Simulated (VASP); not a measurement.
# Ag (Im-3m) in VASP: notebook, part 2 of 2

VASP 6.6.1. The steps go on from the part before.

### 4 Single point, PBEsol

This run uses another cell than the first one, of 16.78 Å³/atom.

INCAR reads:

```
PREC = Accurate
ENCUT = 520
EDIFF = 1E-6
ISMEAR = -1
SIGMA = 0.15
LREAL = F
LASPH = T
NELM = 100
ALGO = Normal
ISIF = 2
LWAVE = F
LCHARG = F
GGA = PS
NBANDS = 12
```

KPOINTS reads:

```
Automatic mesh
0
Gamma
  20 20 20
```

POSCAR reads:

```
Ag
1.0
   -1.6127033362      1.6127033362      1.6127033362
    1.6127033362     -1.6127033362      1.6127033362
    1.6127033362      1.6127033362     -1.6127033362
Ag
1
Direct
    0.0000000000      0.0000000000      0.0000000000
```

The run is started by

```
$ cat potpaw_PBE.64/Ag/POTCAR > POTCAR
$ mpirun -np 1 vasp_std > vasp.out
```

It took 21 s on 1 thread of Intel Xeon Platinum 8559C (Emerald Rapids), shared host; peak memory 0.17 GiB.

It converged, with:

| Item | Value |
| --- | --- |
| Free energy | -3.2818 eV |
| Pressure | -0.2 GPa |
| Band gap on the k mesh | zero (an odd number of electrons rules out a gap without spin polarisation) |

Levels at points of the mesh, in eV from the Fermi level:
```
           k point  band 2  band 3  band 4  band 5  band 6  band 7  band 8  band 9  band 10  band 11
(0.00, 0.00, 0.00)   -4.96   -4.96   -4.96   -3.57   -3.57   18.00   18.00   18.00    24.54    24.54
(0.50, 0.00, 0.00)   -5.77   -3.63   -3.44   -2.52   -0.17    4.24   13.36   14.59    20.21    21.47
(0.50, 0.50, 0.50)   -6.46   -2.78   -2.78   -2.78    6.89    6.89    6.89   13.04    13.69    13.69
```

Caveat: the PAW data sets were made with another functional, which shifts forces and pressure a little.

### 5 Single point, PBEsol (17.11 Å³/atom)

This run uses another cell than the first one, of 17.11 Å³/atom.

INCAR reads:

```
ALGO = Normal
EDIFF = 1E-7
ENCUT = 520
GGA = PS
ISIF = 2
ISMEAR = -1
LASPH = T
LCHARG = F
LREAL = F
LWAVE = F
NBANDS = 12
NELM = 100
PREC = Accurate
SIGMA = 0.15
```

KPOINTS reads:

```
k-points
0
Gamma
  20 20 20
```

POSCAR reads:

```
Ag
1.0
   -1.6233838020      1.6233838020      1.6233838020
    1.6233838020     -1.6233838020      1.6233838020
    1.6233838020      1.6233838020     -1.6233838020
Ag
1
Direct
    0.0000000000      0.0000000000      0.0000000000
```

Potentials or basis: VASP PAW PBE potentials, release 64 (Ag).

The run is started by

```
$ cat potpaw_PBE.64/Ag/POTCAR > POTCAR
$ mpirun -np 1 vasp_std > vasp.out
```

OUTCAR:

```text
EDIFF = 1E-7
   ENCUT = 520
   GGA = PS
   ISIF = 2
   ISMEAR = -1
   LASPH = T
   LREAL = F
   NELM = 100
   PREC = Accurate

 ion  position               nearest neighbor table
   1  0.000  0.000  0.000-

  LATTYP: Found a body centered cubic cell.
 ALAT       =     3.2467676040

  Lattice vectors:

 A1 = (  -1.6233838020,   1.6233838020,   1.6233838020)
 A2 = (   1.6233838020,  -1.6233838020,   1.6233838020)
[... 538 lines left out ...]
     11      30.8993      0.00000
     12      31.2689      0.00000

 [... further k-points ...]

------------------------ aborting loop because EDIFF is reached ----------------------------------------

  FORCE on cell =-STRESS in cart. coord.  units (eV):
  Direction    XX          YY          ZZ          XY          YZ          ZX
  --------------------------------------------------------------------------------------
  -------------------------------------------------------------------------------------
  Total       -0.2506675     -0.2506675     -0.2506675      0.0000000      0.0000000      0.0000000
  in kB      -23.4684821    -23.4684821    -23.4684821      0.0000000      0.0000000      0.0000000
  external PRESSURE =     -23.4684821 kB  Pullay stress =       0.0000000 kB

 VOLUME and BASIS-vectors are now :
 -----------------------------------------------------------------------------
  energy-cutoff  :      520.00
  volume of cell :       17.11
      direct lattice vectors                 reciprocal lattice vectors
    -1.623383802  1.623383802  1.623383802     0.000000000  0.307998638  0.307998638
     1.623383802 -1.623383802  1.623383802     0.307998638  0.000000000  0.307998638
     1.623383802  1.623383802 -1.623383802     0.307998638  0.307998638  0.000000000

 POSITION                                       TOTAL-FORCE (eV/Angst)
 -----------------------------------------------------------------------------------
      0.00000      0.00000      0.00000        -0.000000     -0.000000     -0.000000
 -----------------------------------------------------------------------------------
    total drift:                               -0.000000      0.000000      0.000000

  FREE ENERGIE OF THE ION-ELECTRON SYSTEM (eV)
  ---------------------------------------------------
  free  energy   TOTEN  =        -3.2792815174 eV

  energy  without entropy=       -3.2561561888  energy(sigma->0) =       -3.26771885
```

OSZICAR:

```text
N       E                     dE             d eps       ncg     rms          rms(c)
DAV:   1     0.514472394786E+02    0.51447E+02   -0.55026E+03  6208   0.829E+02
DAV:   2    -0.279048603308E+01   -0.54238E+02   -0.51123E+02  7224   0.194E+02
DAV:   3    -0.362658776468E+01   -0.83610E+00   -0.83562E+00  7052   0.253E+01
DAV:   4    -0.362898388835E+01   -0.23961E-02   -0.23960E-02  7000   0.142E+00
DAV:   5    -0.362900192923E+01   -0.18041E-04   -0.18041E-04  7040   0.111E-01    0.549E+00
DAV:   6    -0.329268605286E+01    0.33632E+00   -0.13906E+00  6760   0.104E+01    0.333E+00
DAV:   7    -0.328328963163E+01    0.93964E-02   -0.89234E-03  6896   0.892E-01    0.190E+00
DAV:   8    -0.327927136227E+01    0.40183E-02   -0.75250E-04  7036   0.190E-01    0.871E-02
DAV:   9    -0.327927950993E+01   -0.81477E-05   -0.90837E-06  6752   0.227E-02    0.167E-02
DAV:  10    -0.327928172325E+01   -0.22133E-05   -0.22844E-06  7116   0.128E-02    0.343E-03
DAV:  11    -0.327928154984E+01    0.17341E-06   -0.65111E-08  4312   0.209E-03    0.570E-04
DAV:  12    -0.327928151737E+01    0.32479E-07   -0.57825E-09  3568   0.631E-04
   1 F= -.32792815E+01 E0= -.32677189E+01  d E =-.231253E-01
```

stdout:

```text
POSCAR found type information on POSCAR Ag
 POSCAR found :  1 types and       1 ions
 scaLAPACK will be used
 -----------------------------------------------------------------------------
|                                                                             |
|                                                                             |
|     You enforced a specific xc type in the INCAR file but a different       |
|     I HOPE YOU KNOW WHAT YOU ARE DOING!                                     |
|                                                                             |
 -----------------------------------------------------------------------------

 LDA part: xc-table for (Slater+PW92), standard interpolation
 POSCAR, INCAR and KPOINTS ok, starting setup
 FFT: planning ... GRIDC
 FFT: planning ... GRID_SOFT
 FFT: planning ... GRID
 WAVECAR not read
 entering main loop
```

It took 22 s on 1 thread of Intel Xeon Platinum 8559C (Emerald Rapids), shared host; peak memory 0.17 GiB.

Results:

```yaml
Free_energy: -3.2793 eV
Pressure: -2.3 GPa
Band_gap_on_the_k_mesh: zero (an odd number of electrons rules out a gap without spin polarisation)
```

Levels at points of the mesh, in eV from the Fermi level:
```
           k point  band 2  band 3  band 4  band 5  band 6  band 7  band 8  band 9  band 10  band 11
(0.00, 0.00, 0.00)   -4.88   -4.88   -4.88   -3.54   -3.54   17.93   17.93   17.93    24.19    24.19
(0.50, 0.00, 0.00)   -5.67   -3.60   -3.42   -2.53   -0.12    4.12   13.29   14.41    19.95    21.17
(0.50, 0.50, 0.50)   -6.33   -2.77   -2.77   -2.77    6.84    6.84    6.84   12.76    13.50    13.50
```

Caveat: the PAW data sets were made with another functional, which shifts forces and pressure a little.

### 6 Relaxation of cell and atoms, PBEsol

This run uses another cell than the first one, of 16.77 Å³/atom.

INCAR reads:

```
SYSTEM = Ag
PREC = Accurate ; ENCUT = 600
EDIFF = 1E-7 ; ISMEAR = -1
SIGMA = 0.15 ; LREAL = .FALSE.
LASPH = .TRUE. ; NELM = 100
ALGO = Normal ; ISIF = 3
LWAVE = .FALSE. ; LCHARG = .FALSE.
GGA = PS ; IBRION = 2
NSW = 80 ; EDIFFG = -0.001
```

KPOINTS reads:

```
regular mesh
0
G
  20 20 20
  0 0 0
```

POSCAR reads:

```
Ag
1.0
   -1.6125573276      1.6125573276      1.6125573276
    1.6125573276     -1.6125573276      1.6125573276
    1.6125573276      1.6125573276     -1.6125573276
Ag
1
Direct
    0.0000000000      0.0000000000      0.0000000000
```

Potentials or basis: VASP PAW PBE potentials, release 64 (Ag).

The run is started by

```
$ cat potpaw_PBE.64/Ag/POTCAR > POTCAR
$ mpirun -np 1 vasp_std > vasp.out
```

OUTCAR:

```text
SYSTEM = Ag
   PREC = Accurate
   ENCUT = 600
   EDIFF = 1E-7
   ISMEAR = -1
   LREAL = .FALSE.
   LASPH = .TRUE.
   NELM = 100
   ISIF = 3
   GGA = PS
   IBRION = 2
   NSW = 80
   EDIFFG = -0.001

 ion  position               nearest neighbor table
   1  0.000  0.000  0.000-

  LATTYP: Found a body centered cubic cell.
 ALAT       =     3.2251146552

  Lattice vectors:

 A1 = (  -1.6125573276,   1.6125573276,   1.6125573276)
 A2 = (   1.6125573276,  -1.6125573276,   1.6125573276)
 A3 = (   1.6125573276,   1.6125573276,  -1.6125573276)

Analysis of symmetry for initial positions (statically):
=====================================================================
 Subroutine PRICEL returns:
 Original cell was already a primitive cell.

 Routine SETGRP: Setting up the symmetry group for a
 body centered cubic supercell.

 Subroutine GETGRP returns: Found 48 space group operations
 (whereof 48 operations were pure point group operations)
 out of a pool of 48 trial point group operations.

The static configuration has the point symmetry O_h .

Analysis of symmetry for dynamics (positions and initial velocities):
=====================================================================
[... 166 lines left out ...]
  external PRESSURE =      -2.0101219 kB  Pullay stress =       0.0000000 kB
[... 127 lines left out ...]
--------------------------------------- Ionic step        5  -------------------------------------------

 number of electron      10.9999997 magnetization

 Free energy of the ion-electron system (eV)
  ---------------------------------------------------
  ext. energy  EPLUGINS =         0.00000000
  ---------------------------------------------------
  free energy    TOTEN  =        -3.28199224 eV

  energy without entropy =       -3.25898882  energy(sigma->0) =       -3.27049053

 E-fermi :   8.4947     XC(G=0): -12.5210

 val. band max:        8.4929964768   @ k =   0.3000   0.1500   0.0500
 cond. band min:       8.5203234138   @ k =  -0.3000   0.4000   0.2000
 fundamental gap:      0.0273269370
 Fermi energy:         8.4947419825

 k-point     1 :       0.0000    0.0000    0.0000
  band No.  band energies     occupation
      1       0.5282      2.00000
      2       3.5271      2.00000
      3       3.5271      2.00000
      4       3.5271      2.00000
      5       4.9177      2.00000
      6       4.9177      2.00000
      7      26.4976      0.00000
      8      26.4976      0.00000
      9      26.4976      0.00000
[... 265 lines left out ...]
 k-point    24 :       0.2500    0.1000    0.0000
  band No.  band energies     occupation
      1       2.3401      2.00000
      2       3.0239      2.00000
      3       4.0315      2.00000
      4       4.6698      2.00000
      5       5.0400      2.00000
      6       5.7085      2.00000
      7      18.7806      0.00000
      8      22.3165      0.00000
      9      24.5942      0.00000

 [... further k-points ...]

------------------------ aborting loop because EDIFF is reached ----------------------------------------

  FORCE on cell =-STRESS in cart. coord.  units (eV):
  Direction    XX          YY          ZZ          XY          YZ          ZX
  --------------------------------------------------------------------------------------
  -------------------------------------------------------------------------------------
  Total       -0.0000512     -0.0000512     -0.0000512      0.0000000     -0.0000000     -0.0000000
  in kB       -0.0048965     -0.0048965     -0.0048965      0.0000000     -0.0000000     -0.0000000
  external PRESSURE =      -0.0048965 kB  Pullay stress =       0.0000000 kB
[... 16 lines left out ...]
  FREE ENERGIE OF THE ION-ELECTRON SYSTEM (eV)
  ---------------------------------------------------
  free  energy   TOTEN  =        -3.2819922423 eV

  energy  without entropy=       -3.2589888215  energy(sigma->0) =       -3.27049053

 reached required accuracy - stopping structural energy minimisation
```

CONTCAR:

```text
Ag
   1.00000000000000
    -1.6116214782768541    1.6116214782768541    1.6116214782768541
     1.6116214782768541   -1.6116214782768541    1.6116214782768541
     1.6116214782768541    1.6116214782768541   -1.6116214782768541
  Ag
     1
Direct
     0.0000000000000000    0.0000000000000000    0.0000000000000000

  0.00000000E+00  0.00000000E+00  0.00000000E+00
```

Wall time 41 s (1 thread of Intel Xeon Platinum 8559C (Emerald Rapids), shared host); peak memory 0.19 GiB.

Results:

| Property | Result |
| --- | --- |
| Free energy | -3.2820 eV |
| Relaxed volume | 16.74 Å³/atom |
| Relaxed cell | a = 2.791 Å, b = 2.791 Å, c = 2.791 Å, α = 109.47°, β = 109.47°, γ = 109.47° |
| Space group after relaxing (to 0.1 Å) | Im-3m (No. 229) |
| Energy gained by relaxing | 0.0 meV/atom |
| Ionic steps | 5 |
| Pressure after relaxing | 0.0 GPa |
| Band gap on the k mesh | zero (an odd number of electrons rules out a gap without spin polarisation) |

Final structure:
```
Ag
1.0
    -1.61162    1.61162    1.61162
     1.61162   -1.61162    1.61162
     1.61162    1.61162   -1.61162
Ag
1
Direct
  0.00000 0.00000 0.00000
```

Levels at points of the mesh, in eV from the Fermi level:
```csv
k point,band 4,band 5,band 6,band 7,band 8,band 9
"(0.00, 0.00, 0.00)",-4.97,-3.58,-3.58,18.00,18.00,18.00
"(0.50, 0.00, 0.00)",-3.45,-2.52,-0.18,4.25,13.37,14.61
"(0.50, 0.50, 0.50)",-2.78,-2.78,6.90,6.90,6.90,13.07
```

Caveat: the PAW data sets were made with another functional, which shifts forces and pressure a little.

### 7 Overview

| task | cell | k mesh | cutoff (eV) | smearing | gap on the mesh (eV) | pressure (GPa) |
| --- | --- | --- | --- | --- | --- | --- |
| relaxation of cell and atoms | relaxed to 1 GPa from a = 2.784 Å, angles 109.5°, 1 atom | 18 × 18 × 18 | 600 | gaussian 0.1 eV | none | 1.1 |
| single point | a = 2.775 Å, angles 109.5°, 1 atom | 20 × 20 × 20 | 520 | fermi-dirac 0.15 eV | none | 2.2 |
| single point | a = 2.793 Å, angles 109.5°, 1 atom | 20 × 20 × 20 | 520 | fermi-dirac 0.15 eV | none | -0.2 |
| single point | a = 2.812 Å, angles 109.5°, 1 atom | 20 × 20 × 20 | 520 | fermi-dirac 0.15 eV | none | -2.3 |
| relaxation of cell and atoms | relaxed from a = 2.793 Å, angles 109.5°, 1 atom | 20 × 20 × 20 | 600 | fermi-dirac 0.15 eV | none | 0.0 |

Alike in all rows: level PBEsol; potentials or basis VASP PAW PBE potentials, release 64 (Ag); no spin polarisation.

Caveats: the PAW data sets were made with another functional, which shifts forces and pressure a little; the relaxation stopped at its first step, so nothing moved (at least some runs); the cell is relaxed towards a set pressure, so the run minimises the enthalpy, not the energy (at least some runs).

Total energies depend on the potentials used, so only differences within one code and one set of settings carry meaning.
